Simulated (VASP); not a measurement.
TaF3:

```xyz
4
Lattice="3.9012 0.0000 0.0000 0.0000 3.9012 0.0000 0.0000 0.0000 3.9012" Properties=species:S:1:pos:R:3 pbc="T T T"
Ta    0.0000    0.0000    0.0000
F     0.0000    0.0000    1.9506
F     0.0000    1.9506    0.0000
F     1.9506    0.0000    0.0000
```

* Program: VASP 6.6.1
* Task: relaxation of cell and atoms
* Functional: PBE
* Potentials or basis: VASP PAW PBE potentials, release 64 (Ta_sv_GW, F)
* Cutoff: 700 eV
* k mesh: 7 × 7 × 7
* Occupations: fermi-dirac, width 0.05 eV
* Spin: no spin polarisation
* Hubbard terms: Ta d U = 5.0 eV

At the start: pressure 31.9 GPa; volume 14.84 Å³/atom.

Q: Where does the relaxation end?

A: Over 4 steps the energy falls by 277.6 meV/atom and the volume is 18.22 Å³/atom (+22.8 %); space group Pm-3m (No. 221, to 0.1 Å) before and after.

Step by step:
| step | energy change (eV) | largest force (eV/Å) | pressure (GPa) | volume (Å³) |
| --- | --- | --- | --- | --- |
| 1 | 0.0000 | 0.0000 | 31.95 | 59.37 |
| 2 | -0.3892 | 0.0000 | -12.28 | 88.61 |
| 3 | -1.1100 | 0.0000 | -0.41 | 73.18 |
| 4 | -1.1104 | 0.0000 | -0.02 | 72.88 |

Final structure:
```xyz
4
Lattice="4.1771 0.0000 0.0000 0.0000 4.1771 0.0000 0.0000 0.0000 4.1771" Properties=species:S:1:pos:R:3 pbc="T T T"
Ta    0.0000    0.0000    0.0000
F     0.0000    0.0000    2.0885
F     0.0000    2.0885    0.0000
F     2.0885    0.0000    0.0000
```

Caveat: the volume moved by over 15 % at a fixed basis, so the end points are rough; U without spin polarisation on a metal has little footing.
